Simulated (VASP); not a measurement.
Write the native input for VASP 6.6.1 that does the following.

```
Task                   : single point
Functional             : PBE
Potentials or basis    : VASP PAW PBE potentials, release 64 (Pb_d, S)
Cutoff                 : 520 eV
k mesh                 : 11 × 11 × 11
Occupations            : fermi-dirac, width 0.1 eV
Spin                   : no spin polarisation
Dipole correction      : no
Further INCAR settings : ALGO = Normal; EDIFF = 1e-07; NBANDS = 17
```

The structure of PbS (zincblende type) lies in POSCAR:

```
PbS
1.0
    0.0000000000      3.3232491869      3.3232491869
    3.3232491869      0.0000000000      3.3232491869
    3.3232491869      3.3232491869      0.0000000000
Pb S
1 1
Direct
    0.0000000000      0.0000000000      0.0000000000
    0.2500000000      0.2500000000      0.2500000000
```

The input as run:

INCAR

```
SYSTEM = PbS
PREC = Accurate ; ENCUT = 520
EDIFF = 1E-7 ; ISMEAR = -1
SIGMA = 0.1 ; LREAL = .False.
LASPH = .True. ; NELM = 100
ALGO = Normal ; ISIF = 2
LWAVE = .False. ; LCHARG = .False.
GGA = PE ; NBANDS = 17
```

KPOINTS

```
regular mesh
0
Gamma
  11 11 11
  0 0 0
```

Potentials or basis: VASP PAW PBE potentials, release 64 (Pb_d, S).

Run with:

```bash
$ cat potpaw_PBE.64/Pb_d/POTCAR potpaw_PBE.64/S/POTCAR > POTCAR
$ mpirun -np 1 vasp_std > vasp.out
```

It gave:

```
Pressure               : 0.0 GPa
Band gap on the k mesh : 0.92 eV, indirect (least direct gap 1.32 eV)
```

Caveat: spin-orbit coupling is left out, which moves the levels of the heavy elements.

Wall time 68 s on 1 thread of Intel(R) Xeon(R) 6975P-C (Granite Rapids), with other jobs on the host, peak memory 0.23 GiB.
